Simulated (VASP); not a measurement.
# Nb (P1) in VASP: single point with PBEsol

Aim: the single point of Nb with PBEsol.

Program: VASP 6.6.1. These are calculated values, not measurements. Logs are shortened: lines on timing, memory, paths and dates and some standing lists are left out, and cuts for length are marked.

## (1) The cell of the first run

The typed cell holds 16 atoms: a = 6.813 Å, b = 6.813 Å, c = 6.813 Å, α = 90.00°, β = 90.00°, γ = 90.00°.

## (2) Single point, PBEsol

INCAR reads:

```
PREC = Accurate ; ENCUT = 520
EDIFF = 1E-6 ; ISMEAR = -1
SIGMA = 0.17 ; LREAL = Auto
LASPH = True ; NELM = 100
ALGO = Normal ; ISIF = 2
LWAVE = False ; LCHARG = True
GGA = PS ; LELF = True
LVHAR = True ; NBANDS = 118
```

KPOINTS reads:

```
Automatic mesh
0
Gamma
  2 2 2
```

POSCAR reads:

```
Nb
1.0
    6.8130490000      0.0000000000      0.0000000000
    0.0000000000      6.8130490000      0.0000000000
    0.0000000000      0.0000000000      6.8130490000
Nb
16
Direct
   -0.0412150272      0.0404371083      0.0172609943
    0.4566677856      0.0282692815      0.0216643092
   -0.0267721544      0.5442937516      0.0233522465
   -0.0514600732      0.0441799259      0.5161125364
    0.1947732946      0.3026545090      0.2546877323
    0.4850985220      0.5549791290      0.0009687293
    0.4370143235      0.0355347510      0.5075113947
    0.6978373413      0.2570802001      0.2559500159
   -0.0400701654      0.5135732915      0.5309957407
    0.2122691324      0.7952386663      0.2968421334
    0.1993380644      0.2877419493      0.7755558488
    0.4552146917      0.5245522232      0.5359861642
    0.7220702508      0.7685839336      0.2667528151
    0.7153038236      0.2798453380      0.7670134179
    0.2110655596      0.8147159957      0.7686279667
    0.7078035106      0.7822488874      0.7607313554
```

Potentials or basis: VASP PAW PBE potentials, release 64 (Nb_sv).

The run is started by

```
cat potpaw_PBE.64/Nb_sv/POTCAR > POTCAR
mpirun -np 1 vasp_std > vasp.out
```

OUTCAR:

```text
PREC = Accurate
   ENCUT = 520
   EDIFF = 1E-6
   ISMEAR = -1
   LREAL = Auto
   LASPH = True
   NELM = 100
   ISIF = 2
   GGA = PS

 ion  position               nearest neighbor table
   1  0.959  0.040  0.017-   8 2.83  15 2.86  11 2.87  14 2.88   5 2.90  13 2.99  16 3.01
   2  0.457  0.028  0.022-   8 2.77  15 2.81  10 2.97  16 2.98  11 3.00  14 3.01  13 3.03   5 3.03

   3  0.973  0.544  0.023-   5 2.73  13 2.83  11 2.88  15 3.01  10 3.01  16 3.02
   4  0.949  0.044  0.516-  14 2.83   8 2.86  10 2.89  15 2.93  16 2.94  13 2.97  11 2.97   5 3.01

   5  0.195  0.303  0.255-   3 2.73   9 2.86   1 2.90   7 3.00   4 3.01  12 3.02   2 3.03
   6  0.485  0.555  0.001-  16 2.72  13 2.83  14 2.92  15 3.02   8 3.04
   7  0.437  0.036  0.508-  10 2.66  15 2.79   8 2.89  11 2.98   5 3.00
   8  0.698  0.257  0.256-   2 2.77   1 2.83   4 2.86   7 2.89   6 3.04
   9  0.960  0.514  0.531-  11 2.79  14 2.81   5 2.86  16 2.96  13 2.98  10 3.03
  10  0.212  0.795  0.297-   7 2.66   4 2.89  12 2.97   2 2.97   3 3.01   9 3.03
  11  0.199  0.288  0.776-   9 2.79   1 2.87   3 2.88  12 2.88   4 2.97   7 2.98   2 3.00
  12  0.455  0.525  0.536-  11 2.88  16 2.90  14 2.90  10 2.97   5 3.02  15 3.03
  13  0.722  0.769  0.267-   6 2.83   3 2.83   4 2.97   9 2.98   1 2.99   2 3.03
  14  0.715  0.280  0.767-   9 2.81   4 2.83   1 2.88  12 2.90   6 2.92   2 3.01
  15  0.211  0.815  0.769-   7 2.79   2 2.81   1 2.86   4 2.93   3 3.01   6 3.02  12 3.03
  16  0.708  0.782  0.761-   6 2.72  12 2.90   4 2.94   9 2.96   2 2.98   1 3.01   3 3.02

  LATTYP: Found a simple cubic cell.
 ALAT       =     6.8130490000

  Lattice vectors:

 A1 = (   6.8130490000,   0.0000000000,   0.0000000000)
 A2 = (   0.0000000000,   6.8130490000,   0.0000000000)
 A3 = (   0.0000000000,   0.0000000000,   6.8130490000)

Analysis of symmetry for initial positions (statically):
=====================================================================
 Subroutine PRICEL returns:
 Original cell was already a primitive cell.

 Routine SETGRP: Setting up the symmetry group for a
 simple cubic supercell.

 Subroutine GETGRP returns: Found  1 space group operations
 (whereof  1 operations were pure point group operations)
 out of a pool of 48 trial point group operations.

The static configuration has the point symmetry C_1 .

Analysis of symmetry for dynamics (positions and initial velocities):
=====================================================================
 Subroutine PRICEL returns:
 Original cell was already a primitive cell.

 Routine SETGRP: Setting up the symmetry group for a
 simple cubic supercell.

 Subroutine GETGRP returns: Found  1 space group operations
 (whereof  1 operations were pure point group operations)
 out of a pool of 48 trial point group operations.

The dynamic configuration has the point symmetry C_1 .

 Subroutine INISYM returns: Found  1 space group operations
 (whereof  1 operations are pure point group operations),
 and found     1 'primitive' translations

----------------------------------------------------------------------------------------

                                     Primitive cell

  volume of cell :     316.2456

  direct lattice vectors                    reciprocal lattice vectors
     6.813049000  0.000000000  0.000000000     0.146777162  0.000000000  0.000000000
     0.000000000  6.813049000  0.000000000     0.000000000  0.146777162  0.000000000
     0.000000000  0.000000000  6.813049000     0.000000000  0.000000000  0.146777162

  length of vectors
     6.813049000  6.813049000  6.813049000     0.146777162  0.146777162  0.146777162

  position of ions in fractional coordinates (direct lattice)
     0.958784973  0.040437108  0.017260994
     0.456667786  0.028269282  0.021664309
     0.973227846  0.544293752  0.023352246
     0.948539927  0.044179926  0.516112536
     0.194773295  0.302654509  0.254687732
     0.485098522  0.554979129  0.000968729
[... 8 lines left out ...]
     0.211065560  0.814715996  0.768627967
     0.707803511  0.782248887  0.760731355

  ion indices of the primitive-cell ions
   primitive index   ion index
                 1           1
                 2           2
                 3           3
                 4           4
                 5           5
                 6           6
[... 8 lines left out ...]
                15          15
                16          16

----------------------------------------------------------------------------------------

 KPOINTS: Automatic mesh

Automatic generation of k-mesh.
 Grid dimensions read from file:
 generate k-points for:    2    2    2

 Generating k-lattice:

  Cartesian coordinates                     Fractional coordinates (reciprocal lattice)
     0.073388581  0.000000000  0.000000000     0.500000000  0.000000000  0.000000000
     0.000000000  0.073388581  0.000000000     0.000000000  0.500000000  0.000000000
     0.000000000  0.000000000  0.073388581     0.000000000  0.000000000  0.500000000

  Length of vectors
     0.073388581  0.073388581  0.073388581

  Shift w.r.t. Gamma in fractional coordinates (k-lattice)
     0.000000000  0.000000000  0.000000000

 Subroutine IBZKPT returns following result:
 ===========================================

 Found      8 irreducible k-points:

 Following reciprocal coordinates:
            Coordinates               Weight
  0.000000  0.000000  0.000000      1.000000
  0.500000  0.000000  0.000000      1.000000
  0.000000  0.500000  0.000000      1.000000
  0.000000  0.000000  0.500000      1.000000
  0.500000  0.500000  0.000000      1.000000
  0.000000  0.500000  0.500000      1.000000
  0.500000  0.000000  0.500000      1.000000
  0.500000  0.500000  0.500000      1.000000
   k-points           NKPTS =      8   k-points in BZ     NKDIM =      8   number of bands    NBANDS=    118
   number of dos      NEDOS =    301   number of ions     NIONS =     16
   total plane-waves  NPLWV = 157464
   dimension x,y,z NGX =    54 NGY =   54 NGZ =   54
   dimension x,y,z NGXF=   108 NGYF=  108 NGZF=  108
   ions per type =              16
   NGX,Y,Z   is equivalent  to a cutoff of  13.18, 13.18, 13.18 a.u.
   NGXF,Y,Z  is equivalent  to a cutoff of  26.35, 26.35, 26.35 a.u.
 SYSTEM =  unknown system
   PREC   = accura    normal or accurate (medium, high low for compatibility)
   ISTART =      0    job   : 0-new  1-cont  2-samecut
   ICHARG =      2    charge: 1-file 2-atom 10-const
   ISPIN  =      1    spin polarized calculation?
   LNONCOLLINEAR =      F non collinear calculations
   LSORBIT =      F    spin-orbit coupling
   LASPH  =      T    aspherical Exc in radial PAW
   ENCUT  =  520.0 eV  38.22 Ry    6.18 a.u.  12.67 12.67 12.67*2*pi/ulx,y,z
   NELM   =    100;   NELMIN=  2; NELMDL= -5     # of ELM steps
   EDIFF  = 0.1E-05   stopping-criterion for ELM
   LREAL  =      T    real-space projection
   EDIFFG = 0.1E-04   stopping-criterion for IOM
   NSW    =      0    number of steps for IOM
   IBRION =     -1    ionic relax: 0-MD 1-quasi-New 2-CG
   NFREE  =      0    steps in history (QN), initial steepest desc. (CG)
   ISIF   =      2    stress and relaxation
   ISYM   =      2    0-nonsym 1-usesym 2-fastsym
   POTIM  = 0.5000    time-step for ionic-motion
   TEBEG  =    0.0;   TEEND  =   0.0 temperature during run
   PSTRESS=    0.0 pullay stress
   NELECT =     208.0000    total number of electrons
   NUPDOWN=      -1.0000    fix difference up-down
   EMIN   =  10.00;   EMAX   =-10.00  energy-range for DOS
   EFERMI =   0.00;   METHOD = LEGACY
   ISMEAR =    -1;   SIGMA  =   0.17  broadening in eV -4-tet -1-fermi 0-gaus
   EFERMI_NEDOS =   21; number of points for ismear=-14 and -15
   IALGO  =     38    algorithm
   IMIX   =      4    mixing-type and parameters
     AMIX     =   0.40;   BMIX     =  1.00
     AMIX_MAG =   1.60;   BMIX_MAG =  1.00
  volume/ion in A,a.u.               =      19.77       133.38
  Fermi-wavevector in a.u.,A,eV,Ry     =   1.423709  2.690419 27.578276  2.026946
  Thomas-Fermi vector in A             =   2.544277
   LORBIT       =      0    0 simple, 1 ext, 2 COOP (PROOUT), +10 PAW based schemes
   GGA     = PS    functional components
   LHFCALC =     F    Hartree Fock is set to
   AEXX    =    0.0000 exact exchange contribution
   IVDW    =     0    specifies the selected vdW correction
   LEPSILON=     F    determine dielectric tensor
   LRPA    =     F    only Hartree local field effects (RPA)
 non-spin polarized calculation
  energy-cutoff  :      520.00
  volume of cell :      316.25
 maximum number of plane-waves:      8578
 NGX is ok and might be reduce to    54
   NGX = 25   NGY = 25   NGZ = 25

 number of electron     208.0000001 magnetization

 Free energy of the ion-electron system (eV)
  ---------------------------------------------------
  ext. energy  EPLUGINS =         0.00000000
  ---------------------------------------------------
  free energy    TOTEN  =      -174.09893235 eV

  energy without entropy =     -172.40480037  energy(sigma->0) =     -173.25186636

 E-fermi :   9.8624     XC(G=0): -12.1450

 val. band max:        9.8622894576   @ k =   0.5000   0.5000   0.0000
 cond. band min:       9.8956843853   @ k =   0.5000   0.0000   0.5000
 fundamental gap:      0.0333949277
 Fermi energy:         9.8624280726

 k-point     1 :       0.0000    0.0000    0.0000
  band No.  band energies     occupation
      1     -44.6477      2.00000
      2     -44.5429      2.00000
      3     -44.5358      2.00000
      4     -44.5151      2.00000
      5     -44.5048      2.00000
      6     -44.5005      2.00000
[... 108 lines left out ...]
    115      11.6999      0.00004
    116      11.7240      0.00004

 k-point     2 :       0.5000    0.0000    0.0000
  band No.  band energies     occupation
      1     -44.6140      2.00000
      2     -44.5902      2.00000
      3     -44.5301      2.00000
      4     -44.5285      2.00000
      5     -44.5081      2.00000
      6     -44.4946      2.00000
[... 108 lines left out ...]
    115      11.6514      0.00005
    116      11.7149      0.00004

 k-point     3 :       0.0000    0.5000    0.0000
  band No.  band energies     occupation
      1     -44.6143      2.00000
      2     -44.5900      2.00000
      3     -44.5380      2.00000
      4     -44.5193      2.00000
      5     -44.5053      2.00000
      6     -44.4958      2.00000
[... 108 lines left out ...]
    115      11.6013      0.00007
    116      11.7025      0.00004

 k-point     4 :       0.0000    0.0000    0.5000
  band No.  band energies     occupation
      1     -44.6051      2.00000
      2     -44.6006      2.00000
      3     -44.5259      2.00000
      4     -44.5156      2.00000
      5     -44.5091      2.00000
      6     -44.5024      2.00000
[... 108 lines left out ...]
    115      11.6531      0.00005
    116      11.7351      0.00003

 k-point     5 :       0.5000    0.5000    0.0000
  band No.  band energies     occupation
      1     -44.5970      2.00000
      2     -44.5628      2.00000
      3     -44.5587      2.00000
      4     -44.5486      2.00000
      5     -44.5232      2.00000
      6     -44.4949      2.00000
[... 108 lines left out ...]
    115      11.4081      0.00023
    116      11.4728      0.00015

 k-point     6 :       0.0000    0.5000    0.5000
  band No.  band energies     occupation
      1     -44.5879      2.00000
      2     -44.5771      2.00000
      3     -44.5633      2.00000
      4     -44.5362      2.00000
      5     -44.5087      2.00000
      6     -44.4974      2.00000
[... 108 lines left out ...]
    115      11.3527      0.00031
    116      11.4772      0.00015

 k-point     7 :       0.5000    0.0000    0.5000
  band No.  band energies     occupation
      1     -44.5902      2.00000
      2     -44.5771      2.00000
      3     -44.5567      2.00000
      4     -44.5354      2.00000
      5     -44.5212      2.00000
      6     -44.5023      2.00000
[... 108 lines left out ...]
    115      11.3490      0.00032
    116      11.4308      0.00020

 k-point     8 :       0.5000    0.5000    0.5000
  band No.  band energies     occupation
      1     -44.5814      2.00000
      2     -44.5627      2.00000
      3     -44.5470      2.00000
      4     -44.5384      2.00000
      5     -44.5280      2.00000
      6     -44.5107      2.00000
[... 108 lines left out ...]
    115      12.3534      0.00000
    116      12.4441      0.00000
 [bands above 116 left out]

------------------------ aborting loop because EDIFF is reached ----------------------------------------

  FORCE on cell =-STRESS in cart. coord.  units (eV):
  Direction    XX          YY          ZZ          XY          YZ          ZX
  --------------------------------------------------------------------------------------
  -------------------------------------------------------------------------------------
  Total      -32.6854506    -32.3438175    -31.8528239     -0.2077469      0.4256821     -0.0726264
  in kB     -165.5924462   -163.8616497   -161.3741565     -1.0524966      2.1566090     -0.3679429
  external PRESSURE =    -163.6094175 kB  Pullay stress =       0.0000000 kB

 VOLUME and BASIS-vectors are now :
 -----------------------------------------------------------------------------
  energy-cutoff  :      520.00
  volume of cell :      316.25
      direct lattice vectors                 reciprocal lattice vectors
     6.813049000  0.000000000  0.000000000     0.146777162  0.000000000  0.000000000
     0.000000000  6.813049000  0.000000000     0.000000000  0.146777162  0.000000000
     0.000000000  0.000000000  6.813049000     0.000000000  0.000000000  0.146777162

 POSITION                                       TOTAL-FORCE (eV/Angst)
 -----------------------------------------------------------------------------------
      6.53225      0.27550      0.11760        -0.091492     -0.199769      0.195946
      3.11130      0.19260      0.14760         0.075560      0.339260     -0.248295
      6.63065      3.70830      0.15910        -0.441225     -0.099917     -0.288957
      6.46245      0.30100      3.51630         0.045681     -0.509111     -0.036025
      1.32700      2.06200      1.73520         0.632306     -0.695076      0.764325
      3.30500      3.78110      0.00660        -0.818588     -0.685429      0.832973
[... 8 lines left out ...]
      1.43800      5.55070      5.23670        -0.019836     -1.022302      0.145496
      4.82230      5.32950      5.18290         0.351578      0.083307      0.232332
 -----------------------------------------------------------------------------------
    total drift:                                0.000201     -0.000939     -0.000533

  FREE ENERGIE OF THE ION-ELECTRON SYSTEM (eV)
  ---------------------------------------------------
  free  energy   TOTEN  =      -174.0989323537 eV

  energy  without entropy=     -172.4048003681  energy(sigma->0) =     -173.25186636
```

Run time: 24 min. Hardware: 1 thread of Intel Xeon Platinum 8259CL at 2.50GHz (Skylake/Cascade Lake), shared host; peak memory 0.47 GiB.

What came out:

```yaml
Free_energy: -174.0989 eV
Pressure: -16.4 GPa
Largest_force: 1.354 eV/Å
Band_gap_on_the_k_mesh: zero (band 104 reaches 10.54 eV, above the bottom of band 105 at 9.02 eV)
```

Forces on the atoms (eV/Å):
```
Nb  -0.091 -0.200  0.196
Nb   0.076  0.339 -0.248
Nb  -0.441 -0.100 -0.289
Nb   0.046 -0.509 -0.036
Nb   0.632 -0.695  0.764
Nb  -0.819 -0.685  0.833
Nb   0.761  0.143  0.421
Nb   0.415  1.121  0.243
Nb  -0.113  0.925 -0.471
Nb  -0.213 -0.471 -1.187
Nb   0.425  0.374 -0.160
Nb   0.149  0.355 -0.738
Nb  -0.584  0.352  0.288
Nb  -0.575 -0.009  0.007
Nb  -0.020 -1.022  0.145
Nb   0.352  0.083  0.232
```

Caveat: the k points lie up to 0.46 Å⁻¹ apart; the PAW data sets were made with another functional, which shifts forces and pressure a little.
